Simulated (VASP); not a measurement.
# ZrB2 (P6/mmm) in VASP: notebook

ZrB2 is run at these levels: LDA; tasks: electric field gradients, single point.

Everything below comes from runs of VASP 6.6.1. Logs are shortened: lines on timing, memory, paths and dates and some standing lists are left out, and cuts for length are marked.

## Step 1: The cell of the first run

The structure is hexagonal, space group P6/mmm (No. 191). Conventional cell: a = 3.165 Å, b = 3.165 Å, c = 3.520 Å, α = 90.00°, β = 90.00°, γ = 120.00°. Within 3.3 Å of Zr (site symmetry 6/mmm) lie 12 B at 2.54 Å and 6 Zr at 3.16 Å. B (site symmetry -6m2) has 3 B at 1.83 Å within 2.4 Å.

## Step 2: Electric field gradients, LDA

The input, INCAR:

```
SYSTEM = ZrB2
ALGO = Normal ; EDIFF = 1E-8
ENCUT = 520 ; ISIF = 2
ISMEAR = -1 ; LASPH = .TRUE.
LCHARG = .FALSE. ; LEFG = .TRUE.
LREAL = .FALSE. ; LWAVE = .FALSE.
NBANDS = 16 ; NELM = 80
PREC = Accurate ; SIGMA = 0.03
```

The input, KPOINTS:

```
k-points
0
G
  13 13 10
  0 0 0
```

The input, POSCAR:

```
ZrB2
1.0
    3.1649998255      0.0000000000      0.0000000000
   -1.5824999128      2.7409702519      0.0000000000
    0.0000000000      0.0000000000      3.5200000000
Zr B
1 2
Direct
    0.0000000000      0.0000000000      0.0000000000
    0.3333333333      0.6666666667      0.5000000000
    0.6666666667      0.3333333333      0.5000000000
```

Potentials or basis: VASP PAW LDA potentials, release 64 (Zr_sv, B).

The run is started by

```console
$ cat potpaw_LDA.64/Zr_sv/POTCAR potpaw_LDA.64/B/POTCAR > POTCAR
$ mpirun -np 1 vasp_std > vasp.out
```

OUTCAR:

```text
SYSTEM = ZrB2
   EDIFF = 1E-8
   ENCUT = 520
   ISIF = 2
   ISMEAR = -1
   LASPH = .TRUE.
   LREAL = .FALSE.
   NELM = 80
   PREC = Accurate

 ion  position               nearest neighbor table
   1  0.000  0.000  0.000-   2 2.54   3 2.54   2 2.54   3 2.54   3 2.54   3 2.54   2 2.54   2 2.54
                             3 2.54   3 2.54   2 2.54   2 2.54
   2  0.333  0.667  0.500-   3 1.83   3 1.83   3 1.83   1 2.54   1 2.54   1 2.54   1 2.54   1 2.54
                             1 2.54
   3  0.667  0.333  0.500-   2 1.83   2 1.83   2 1.83   1 2.54   1 2.54   1 2.54   1 2.54   1 2.54
                             1 2.54

  LATTYP: Found a hexagonal cell.
 ALAT       =     3.1649998255
 C/A-ratio  =     1.1121643583

  Lattice vectors:

 A1 = (   3.1649998255,   0.0000000000,   0.0000000000)
 A2 = (  -1.5824999128,   2.7409702519,   0.0000000000)
 A3 = (   0.0000000000,   0.0000000000,   3.5200000000)

Analysis of symmetry for initial positions (statically):
=====================================================================
 Subroutine PRICEL returns:
 Original cell was already a primitive cell.

 Routine SETGRP: Setting up the symmetry group for a
 hexagonal supercell.

 Subroutine GETGRP returns: Found 24 space group operations
 (whereof 24 operations were pure point group operations)
 out of a pool of 24 trial point group operations.

The static configuration has the point symmetry D_6h.

Analysis of symmetry for dynamics (positions and initial velocities):
=====================================================================
 Subroutine PRICEL returns:
 Original cell was already a primitive cell.

 Routine SETGRP: Setting up the symmetry group for a
 hexagonal supercell.

 Subroutine GETGRP returns: Found 24 space group operations
 (whereof 24 operations were pure point group operations)
 out of a pool of 24 trial point group operations.

The dynamic configuration has the point symmetry D_6h.

 Subroutine INISYM returns: Found 24 space group operations
 (whereof 24 operations are pure point group operations),
 and found     1 'primitive' translations

----------------------------------------------------------------------------------------

                                     Primitive cell

  volume of cell :      30.5366

  direct lattice vectors                    reciprocal lattice vectors
     3.164999825  0.000000000  0.000000000     0.315955784  0.182417157  0.000000000
    -1.582499913  2.740970252  0.000000000     0.000000000  0.364834313  0.000000000
     0.000000000  0.000000000  3.520000000     0.000000000  0.000000000  0.284090909

  length of vectors
     3.164999825  3.164999826  3.520000000     0.364834313  0.364834313  0.284090909

  position of ions in fractional coordinates (direct lattice)
     0.000000000  0.000000000  0.000000000
     0.333333333  0.666666667  0.500000000
     0.666666667  0.333333333  0.500000000

  ion indices of the primitive-cell ions
   primitive index   ion index
                 1           1
                 2           2
                 3           3

----------------------------------------------------------------------------------------

 KPOINTS: k-points

Automatic generation of k-mesh.
 Grid dimensions read from file:
 generate k-points for:   13   13   10

 Generating k-lattice:

  Cartesian coordinates                     Fractional coordinates (reciprocal lattice)
     0.024304291  0.014032089  0.000000000     0.076923077 -0.000000000  0.000000000
     0.000000000  0.028064178  0.000000000     0.000000000  0.076923077  0.000000000
     0.000000000  0.000000000  0.028409091     0.000000000  0.000000000  0.100000000

  Length of vectors
     0.028064178  0.028064178  0.028409091

  Shift w.r.t. Gamma in fractional coordinates (k-lattice)
     0.000000000  0.000000000  0.000000000

 Subroutine IBZKPT returns following result:
 ===========================================

 Found    126 irreducible k-points:

 Following reciprocal coordinates:
            Coordinates               Weight
  0.000000  0.000000  0.000000      1.000000
  0.076923  0.000000  0.000000      6.000000
  0.153846 -0.000000  0.000000      6.000000
  0.230769  0.000000  0.000000      6.000000
  0.307692 -0.000000  0.000000      6.000000
  0.384615  0.000000  0.000000      6.000000
[... 16 lines left out ...]
  0.076923  0.000000  0.100000     12.000000
  0.153846 -0.000000  0.100000     12.000000
 [... further k-points ...]
   k-points           NKPTS =    126   k-points in BZ     NKDIM =    126   number of bands    NBANDS=     16
   number of dos      NEDOS =    301   number of ions     NIONS =      3
   total plane-waves  NPLWV =  16128
   dimension x,y,z NGX =    24 NGY =   24 NGZ =   28
   dimension x,y,z NGXF=    48 NGYF=   48 NGZF=   56
   ions per type =               1   2
   NGX,Y,Z   is equivalent  to a cutoff of  12.61, 12.61, 13.22 a.u.
   NGXF,Y,Z  is equivalent  to a cutoff of  25.21, 25.21, 26.45 a.u.
 SYSTEM =  ZrB2
   PREC   = accura    normal or accurate (medium, high low for compatibility)
   ISTART =      0    job   : 0-new  1-cont  2-samecut
   ICHARG =      2    charge: 1-file 2-atom 10-const
   ISPIN  =      1    spin polarized calculation?
   LNONCOLLINEAR =      F non collinear calculations
   LSORBIT =      F    spin-orbit coupling
   LASPH  =      T    aspherical Exc in radial PAW
   ENCUT  =  520.0 eV  38.22 Ry    6.18 a.u.   5.88  5.88  6.54*2*pi/ulx,y,z
   NELM   =     80;   NELMIN=  2; NELMDL= -5     # of ELM steps
   EDIFF  = 0.1E-07   stopping-criterion for ELM
   LREAL  =      F    real-space projection
   EDIFFG = 0.1E-06   stopping-criterion for IOM
   NSW    =      0    number of steps for IOM
   IBRION =     -1    ionic relax: 0-MD 1-quasi-New 2-CG
   NFREE  =      0    steps in history (QN), initial steepest desc. (CG)
   ISIF   =      2    stress and relaxation
   ISYM   =      2    0-nonsym 1-usesym 2-fastsym
   POTIM  = 0.5000    time-step for ionic-motion
   TEBEG  =    0.0;   TEEND  =   0.0 temperature during run
   PSTRESS=    0.0 pullay stress
   NELECT =      18.0000    total number of electrons
   NUPDOWN=      -1.0000    fix difference up-down
   EMIN   =  10.00;   EMAX   =-10.00  energy-range for DOS
   EFERMI =   0.00;   METHOD = LEGACY
   ISMEAR =    -1;   SIGMA  =   0.03  broadening in eV -4-tet -1-fermi 0-gaus
   EFERMI_NEDOS =   21; number of points for ismear=-14 and -15
   IALGO  =     38    algorithm
   IMIX   =      4    mixing-type and parameters
     AMIX     =   0.40;   BMIX     =  1.00
     AMIX_MAG =   1.60;   BMIX_MAG =  1.00
  volume/ion in A,a.u.               =      10.18        68.69
  Fermi-wavevector in a.u.,A,eV,Ry     =   1.372647  2.593926 25.635539  1.884159
  Thomas-Fermi vector in A             =   2.498235
   LORBIT       =      0    0 simple, 1 ext, 2 COOP (PROOUT), +10 PAW based schemes
   GGA     = CA    functional components
   LHFCALC =     F    Hartree Fock is set to
   AEXX    =    0.0000 exact exchange contribution
   IVDW    =     0    specifies the selected vdW correction
   LEPSILON=     F    determine dielectric tensor
   LRPA    =     F    only Hartree local field effects (RPA)
 non-spin polarized calculation
  energy-cutoff  :      520.00
  volume of cell :       30.54
 maximum number of plane-waves:       836
 NGX is ok and might be reduce to    24
   NGX = 11   NGY = 11   NGZ = 13

 number of electron      18.0000000 magnetization

 Free energy of the ion-electron system (eV)
  ---------------------------------------------------
  ext. energy  EPLUGINS =         0.00000000
  ---------------------------------------------------
  free energy    TOTEN  =       -27.46509632 eV

  energy without entropy =      -27.46391881  energy(sigma->0) =      -27.46450757

 E-fermi :  10.6453     XC(G=0): -12.6186

 val. band max:       10.6414954226   @ k =   0.3077   0.1538   0.0000
 cond. band min:      10.6522623989   @ k =   0.0769   0.0769   0.3000
 fundamental gap:      0.0107669762
 Fermi energy:        10.6452642350

 k-point     1 :       0.0000    0.0000    0.0000
  band No.  band energies     occupation
      1     -37.7833      2.00000
      2     -16.1292      2.00000
      3     -15.5590      2.00000
      4     -15.5590      2.00000
      5      -2.0521      2.00000
      6       7.8853      2.00000
[... 8 lines left out ...]
     15      15.7039      0.00000
     16      15.7039      0.00000
[... 419 lines left out ...]
 k-point    24 :       0.1538   -0.0000    0.1000
  band No.  band energies     occupation
      1     -37.7553      2.00000
      2     -16.1274      2.00000
      3     -15.7778      2.00000
      4     -15.6048      2.00000
      5      -1.4536      2.00000
      6       6.7141      2.00000
[... 8 lines left out ...]
     15      17.2338      0.00000
     16      17.9690      0.00000

 [... further k-points ...]
[... 5 lines left out ...]
  --------------------------------------------------------------------------------------
  -------------------------------------------------------------------------------------
  Total       -1.3776958     -1.3776958     -1.1347409      0.0000000      0.0000000      0.0000000
  in kB      -72.2841771    -72.2841771    -59.5369546      0.0000000      0.0000000      0.0000000
  external PRESSURE =     -68.0351029 kB  Pullay stress =       0.0000000 kB

 VOLUME and BASIS-vectors are now :
 -----------------------------------------------------------------------------
  energy-cutoff  :      520.00
  volume of cell :       30.54
      direct lattice vectors                 reciprocal lattice vectors
     3.164999825  0.000000000  0.000000000     0.315955784  0.182417157  0.000000000
    -1.582499913  2.740970252  0.000000000     0.000000000  0.364834313  0.000000000
     0.000000000  0.000000000  3.520000000     0.000000000  0.000000000  0.284090909

 POSITION                                       TOTAL-FORCE (eV/Angst)
 -----------------------------------------------------------------------------------
      0.00000      0.00000      0.00000         0.000000     -0.000000      0.000000
     -0.00000      1.82731      1.76000         0.000000     -0.000000      0.000000
      1.58250      0.91366      1.76000        -0.000000      0.000000      0.000000
 -----------------------------------------------------------------------------------
    total drift:                               -0.000000      0.000000      0.000000

  FREE ENERGIE OF THE ION-ELECTRON SYSTEM (eV)
  ---------------------------------------------------
  free  energy   TOTEN  =       -27.4650963201 eV

  energy  without entropy=      -27.4639188128  energy(sigma->0) =      -27.46450757

 Electric field gradients (V/A^2)
---------------------------------------------------------------------
 ion       V_xx      V_yy      V_zz      V_xy      V_xz      V_yz
---------------------------------------------------------------------
   1     -22.293   -22.294    44.587    -0.000    -0.000     0.000
   2      -0.860    -0.860     1.720    -0.000     0.000    -0.000
   3      -0.860    -0.860     1.720    -0.000     0.000    -0.000
---------------------------------------------------------------------

 Electric field gradients after diagonalization (V/A^2)
 (convention: |V_zz| > |V_xx| > |V_yy|)
----------------------------------------------------------------------
 ion       V_xx      V_yy      V_zz     asymmetry (V_yy - V_xx)/ V_zz
----------------------------------------------------------------------
   1     -22.294   -22.293    44.587       0.000
   2      -0.860    -0.860     1.720       0.000
   3      -0.860    -0.860     1.720       0.000
----------------------------------------------------------------------

           NMR quadrupolar parameters

 Cq : quadrupolar parameter    Cq=e*Q*V_zz/h
 eta: asymmetry parameters     (V_yy - V_xx)/ V_zz
 Q  : nuclear electric quadrupole moment in mb (millibarn)
----------------------------------------------------------------------
 ion       Cq(MHz)       eta       Q (mb)
----------------------------------------------------------------------
   1       0.108       0.000       1.000
   2       0.004       0.000       1.000
   3       0.004       0.000       1.000
----------------------------------------------------------------------
```

Run time: 67 s. Hardware: 1 thread of Intel Xeon 8259CL, shared host; peak memory 0.18 GiB.

Results:

- Free energy: -27.4651 eV
- Pressure: -6.8 GPa
- Band gap on the k mesh: zero (bands 9 and 10 overlap by 0.88 eV)
- Largest electric field gradient by atom: Zr +44.6; B +1.7 V/Å²

Stress tensor (GPa, compression positive):
```
-7.23  0.00  0.00
 0.00 -7.23  0.00
 0.00  0.00 -5.95
```

Levels at points of the mesh, in eV from the Fermi level:
```csv
k point,band 7,band 8,band 9,band 10,band 11,band 12
"(0.00, 0.00, 0.00)",-2.76,-2.71,-2.38,3.29,3.29,4.09
"(0.00, 0.00, 0.50)",-1.07,-1.07,0.19,0.19,0.66,0.66
```

Electric field gradients, principal values (V/Å²):
| atom | least | middle | greatest (by size) |
| --- | --- | --- | --- |
| 1 Zr | -22.293 | -22.294 | 44.587 |
| 2 B | -0.860 | -0.860 | 1.720 |
| 3 B | -0.860 | -0.860 | 1.720 |

Caveat: the cell stands under tension; without QUAD_EFG the Cq values of the log hold for a quadrupole moment of 1 mb, not for the nuclei.

## Step 3: Electric field gradients, LDA

The input, INCAR:

```
SYSTEM = ZrB2
ALGO = Normal ; EDIFF = 1E-8
ENCUT = 520 ; GGA = CA
ISIF = 2 ; ISMEAR = -1
LASPH = .TRUE. ; LCHARG = .FALSE.
LEFG = .TRUE. ; LREAL = .FALSE.
LWAVE = .FALSE. ; NBANDS = 16
NELM = 80 ; PREC = Accurate
SIGMA = 0.03
```

KPOINTS is that of step 2.

POSCAR is that of step 2.

Potentials or basis: VASP PAW LDA potentials, release 64 (Zr_sv, B).

The run is started by

```console
$ cat potpaw_LDA.64/Zr_sv/POTCAR potpaw_LDA.64/B/POTCAR > POTCAR
$ mpirun -np 1 vasp_std > vasp.out
```

OUTCAR:

```text
SYSTEM = ZrB2
   EDIFF = 1E-8
   ENCUT = 520
   GGA = CA
   ISIF = 2
   ISMEAR = -1
   LASPH = .TRUE.
   LREAL = .FALSE.
   NELM = 80
   PREC = Accurate

 ion  position               nearest neighbor table
   1  0.000  0.000  0.000-   2 2.54   3 2.54   2 2.54   3 2.54   3 2.54   3 2.54   2 2.54   2 2.54
                             3 2.54   3 2.54   2 2.54   2 2.54
   2  0.333  0.667  0.500-   3 1.83   3 1.83   3 1.83   1 2.54   1 2.54   1 2.54   1 2.54   1 2.54
                             1 2.54
   3  0.667  0.333  0.500-   2 1.83   2 1.83   2 1.83   1 2.54   1 2.54   1 2.54   1 2.54   1 2.54
                             1 2.54

  LATTYP: Found a hexagonal cell.
 ALAT       =     3.1649998255
 C/A-ratio  =     1.1121643583

  Lattice vectors:

[... 658 lines left out ...]
  volume of cell :       30.54
      direct lattice vectors                 reciprocal lattice vectors
     3.164999825  0.000000000  0.000000000     0.315955784  0.182417157  0.000000000
    -1.582499913  2.740970252  0.000000000     0.000000000  0.364834313  0.000000000
     0.000000000  0.000000000  3.520000000     0.000000000  0.000000000  0.284090909

 POSITION                                       TOTAL-FORCE (eV/Angst)
 -----------------------------------------------------------------------------------
      0.00000      0.00000      0.00000         0.000000     -0.000000      0.000000
     -0.00000      1.82731      1.76000         0.000000     -0.000000      0.000000
      1.58250      0.91366      1.76000        -0.000000      0.000000      0.000000
 -----------------------------------------------------------------------------------
    total drift:                               -0.000000      0.000000      0.000000

  FREE ENERGIE OF THE ION-ELECTRON SYSTEM (eV)
  ---------------------------------------------------
  free  energy   TOTEN  =       -27.4650963201 eV

  energy  without entropy=      -27.4639188128  energy(sigma->0) =      -27.46450757

 Electric field gradients (V/A^2)
---------------------------------------------------------------------
 ion       V_xx      V_yy      V_zz      V_xy      V_xz      V_yz
---------------------------------------------------------------------
   1     -22.293   -22.294    44.587    -0.000    -0.000     0.000
   2      -0.860    -0.860     1.720    -0.000     0.000    -0.000
   3      -0.860    -0.860     1.720    -0.000     0.000    -0.000
---------------------------------------------------------------------

 Electric field gradients after diagonalization (V/A^2)
 (convention: |V_zz| > |V_xx| > |V_yy|)
----------------------------------------------------------------------
 ion       V_xx      V_yy      V_zz     asymmetry (V_yy - V_xx)/ V_zz
----------------------------------------------------------------------
   1     -22.294   -22.293    44.587       0.000
   2      -0.860    -0.860     1.720       0.000
   3      -0.860    -0.860     1.720       0.000
----------------------------------------------------------------------

           NMR quadrupolar parameters

 Cq : quadrupolar parameter    Cq=e*Q*V_zz/h
 eta: asymmetry parameters     (V_yy - V_xx)/ V_zz
 Q  : nuclear electric quadrupole moment in mb (millibarn)
----------------------------------------------------------------------
 ion       Cq(MHz)       eta       Q (mb)
----------------------------------------------------------------------
   1       0.108       0.000       1.000
   2       0.004       0.000       1.000
   3       0.004       0.000       1.000
----------------------------------------------------------------------
```

OSZICAR:

```text
N       E                     dE             d eps       ncg     rms          rms(c)
DAV:   1     0.995109158742E+02    0.99511E+02   -0.97021E+03  4040   0.112E+03
DAV:   2    -0.261233273094E+02   -0.12563E+03   -0.12058E+03  5296   0.290E+02
DAV:   3    -0.301905009327E+02   -0.40672E+01   -0.40494E+01  6208   0.446E+01
DAV:   4    -0.302519865186E+02   -0.61486E-01   -0.61476E-01  4872   0.508E+00
DAV:   5    -0.302533079639E+02   -0.13214E-02   -0.13214E-02  6128   0.512E-01    0.219E+01
DAV:   6    -0.275208279313E+02    0.27325E+01   -0.61422E+00  5208   0.164E+01    0.875E+00
DAV:   7    -0.274701305555E+02    0.50697E-01   -0.61606E-01  5528   0.485E+00    0.335E+00
DAV:   8    -0.274701051150E+02    0.25441E-04   -0.10513E-01  4880   0.259E+00    0.391E-01
DAV:   9    -0.274654392554E+02    0.46659E-02   -0.22262E-02  4992   0.112E+00    0.185E-01
DAV:  10    -0.274650914537E+02    0.34780E-03   -0.16867E-03  4736   0.371E-01    0.419E-02
DAV:  11    -0.274650976689E+02   -0.62152E-05   -0.59286E-05  5344   0.718E-02    0.106E-02
DAV:  12    -0.274650965700E+02    0.10989E-05   -0.29380E-06  5064   0.147E-02    0.633E-03
DAV:  13    -0.274650963149E+02    0.25515E-06   -0.50275E-07  5984   0.620E-03    0.118E-03
DAV:  14    -0.274650963201E+02   -0.52746E-08   -0.25966E-08  4640   0.139E-03
   1 F= -.27465096E+02 E0= -.27464508E+02  d E =-.117751E-02
```

It took 73 s on 1 thread of Intel Xeon 8259CL, shared host; peak memory 0.17 GiB.

What came out:

```yaml
Free_energy: -27.4651 eV
Pressure: -6.8 GPa
Band_gap_on_the_k_mesh: zero (bands 9 and 10 overlap by 0.88 eV)
Largest_electric_field_gradient_by_atom: Zr +44.6; B +1.7 V/Å²
```

Stress tensor (GPa, compression positive):
```
-7.23  0.00  0.00
 0.00 -7.23  0.00
 0.00  0.00 -5.95
```

Electric field gradients, principal values (V/Å²):
| atom | least | middle | greatest (by size) |
| --- | --- | --- | --- |
| 1 Zr | -22.293 | -22.294 | 44.587 |
| 2 B | -0.860 | -0.860 | 1.720 |
| 3 B | -0.860 | -0.860 | 1.720 |

Caveat: the cell stands under tension; without QUAD_EFG the Cq values of the log hold for a quadrupole moment of 1 mb, not for the nuclei.

[end of part 1 of 3]
